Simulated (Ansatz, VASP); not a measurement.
**Mo in VASP and in Ansatz**

```
CELL_PARAMETERS angstrom
-1.58138 1.58138 1.58138
1.58138 -1.58138 1.58138
1.58138 1.58138 -1.58138
ATOMIC_POSITIONS crystal
Mo 0.00000 0.00000 0.00000
```

Alike in both runs: task single point; functional PBE; k mesh 14 × 14 × 14; occupations fermi-dirac, width 0.3 eV; no spin polarisation.

|  | VASP | Ansatz |
| --- | --- | --- |
| version | VASP 6.6.1 | Ansatz 0.2.0 |
| potentials or method | VASP PAW PBE potentials, release 64 (Mo_sv), cutoff 520 eV | plane waves (420 eV) with PAW, scalar-relativistic |
| valence electrons in the cell | 14 | 14 |

VASP gave:

| Quantity | Value |
| --- | --- |
| pressure (GPa) | 1.0 |

What did Ansatz give for the same quantities?

Pressure (GPa): 0.5.

The functional is the same, so the differences come from potentials, cutoffs and numerics.
